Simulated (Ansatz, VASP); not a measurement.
Mo in VASP and in Ansatz

Contents of INCAR:

```
SYSTEM = Mo
ALGO = Normal
EDIFF = 1E-6
ENCUT = 520
GGA = PS
ISIF = 2
ISMEAR = -1
LASPH = .TRUE.
LCHARG = .FALSE.
LREAL = .FALSE.
LWAVE = .FALSE.
NBANDS = 13
NELM = 100
PREC = Accurate
SIGMA = 0.1
```

Contents of KPOINTS:

```
k-points
0
G
  23 23 23
  0 0 0
```

Contents of POSCAR:

```
Mo
1.0
   -1.5446334970      1.5446334970      1.5446334970
    1.5446334970     -1.5446334970      1.5446334970
    1.5446334970      1.5446334970     -1.5446334970
Mo
1
Direct
    0.0000000000      0.0000000000      0.0000000000
```

Input for Ansatz:

```yaml
crystal:
  lattice:
    - [-1.5446334971, 1.5446334971, 1.5446334971]
    - [1.5446334971, -1.5446334971, 1.5446334971]
    - [1.5446334971, 1.5446334971, -1.5446334971]
  atoms:
    - { symbol: Mo, position: [0.0, 0.0, 0.0] }
hamiltonian:
  xc: pbesol
  pseudopotentials:
    kind: paw
    azcp:
      Mo: "pseudopotentials/Mo.paw.azcp"
basis:
  ecutwfc: 420
  fft_grid_basis: typed
kpoints:
  mp_grid: { grid: [23, 23, 23], shift: [0, 0, 0] }
magnetization:
  spin_polarized: false
scf:
  occupations: { method: fermi_dirac, width: 0.1 }
output:
  stress: true
```

Alike in both runs: task single point; functional PBEsol; k mesh 23 × 23 × 23; occupations fermi-dirac, width 0.1 eV; no spin polarisation.

|  | VASP | Ansatz |
| --- | --- | --- |
| version | VASP 6.6.1 | Ansatz 0.2.0 |
| potentials or method | VASP PAW PBE potentials, release 64 (Mo_sv), cutoff 520 eV | plane waves (420 eV) with PAW, scalar-relativistic |
| valence electrons in the cell | 14 | 14 |

|  | VASP | Ansatz | Ansatz less VASP |
| --- | --- | --- | --- |
| pressure (GPa) | 12.5 | 11.9 | -0.66 |

VASP's potentials were made for PBE, not for PBEsol, and Ansatz warns of the same on its side.
